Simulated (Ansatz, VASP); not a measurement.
As: VASP beside Ansatz

INCAR

```
SYSTEM = As
PREC = Accurate
ENCUT = 520
EDIFF = 1E-8
ISMEAR = -1
SIGMA = 0.05
LREAL = .FALSE.
LASPH = .TRUE.
NELM = 80
ALGO = Normal
ISIF = 2
LWAVE = .FALSE.
LCHARG = .FALSE.
GGA = PE
LEFG = .TRUE.
NBANDS = 12
```

File KPOINTS:

```
regular mesh
0
G
  12 12 12
  0 0 0
```

The input POSCAR:

```
As
1.0
    1.8774110887      1.0839237974      3.7043351684
   -1.8774110887      1.0839237974      3.7043351684
    0.0000000000     -2.1678475948      3.7043351684
As
2
Direct
    0.2244335900      0.2244335900      0.2244335900
    0.7755664100      0.7755664100      0.7755664100
```

Input for Ansatz:

```yaml
crystal:
  lattice:
    - [1.8774110887, 1.0839237974, 3.7043351684]
    - [-1.8774110887, 1.0839237974, 3.7043351684]
    - [0.0, -2.1678475948, 3.7043351684]
  atoms:
    - { symbol: As, position: [0.22443359, 0.22443359, 0.22443359] }
    - { symbol: As, position: [0.77556641, 0.77556641, 0.77556641] }
kpoints:
  mp_grid: { grid: [12, 12, 12] }
  band_path:
    path:
      - [0.0, 0.0, 0.0]
      - [0.5, 0.5, 0.5]
      - [0.776253106, 0.223746894, 0.5]
      - [0.5, -0.223746894, 0.223746894]
      - [0.5, 0.0, 0.0]
      - [0.0, 0.0, 0.0]
      - [0.361873447, -0.361873447, 0.0]
      - [0.638126553, 0.0, 0.361873447]
      - [0.5, 0.0, 0.5]
    npoints: 5
scf:
  occupations: { method: fermi_dirac, width: 0.05 }
hamiltonian:
  xc: pbe
  pseudopotentials: { kind: paw }
output:
  forces: true
  stress: true
  eigenvalues: true
  efg: { contact_densities: true }
```

Alike in both runs: task electric field gradients; functional PBE; k mesh 12 × 12 × 12; occupations fermi-dirac, width 0.05 eV; no spin polarisation.

|  | VASP | Ansatz |
| --- | --- | --- |
| version | VASP 6.6.1 | Ansatz 0.2.0 |
| potentials or method | VASP PAW PBE potentials, release 64 (As) | PAW with Ansatz's default frozen-core files, scalar-relativistic |
| plane-wave cutoff (eV) | 520 | 420 |
| valence electrons in the cell | 10 | 30 |

|  | VASP | Ansatz | Ansatz less VASP |
| --- | --- | --- | --- |
| pressure (GPa) | 2.1 | 1.8 | -0.29 |
| traceless stress, the component that is largest in VASP (GPa) | -0.64 | -0.56 | +0.082 |
| rms of the force components (eV/Å) | 0.173 | 0.139 | -0.0341 |
| size of Vzz on the site where it differs most (V/Å²) | 55.0 | 58.6 | +3.64 |

Atom by atom the forces differ by 0.034 eV/Å (rms over components). The functional is the same, so the differences come from potentials, cutoffs and numerics. VASP's potentials hold 10 valence electrons a cell and Ansatz's 30, so a difference there can come from the potentials and not from the codes.
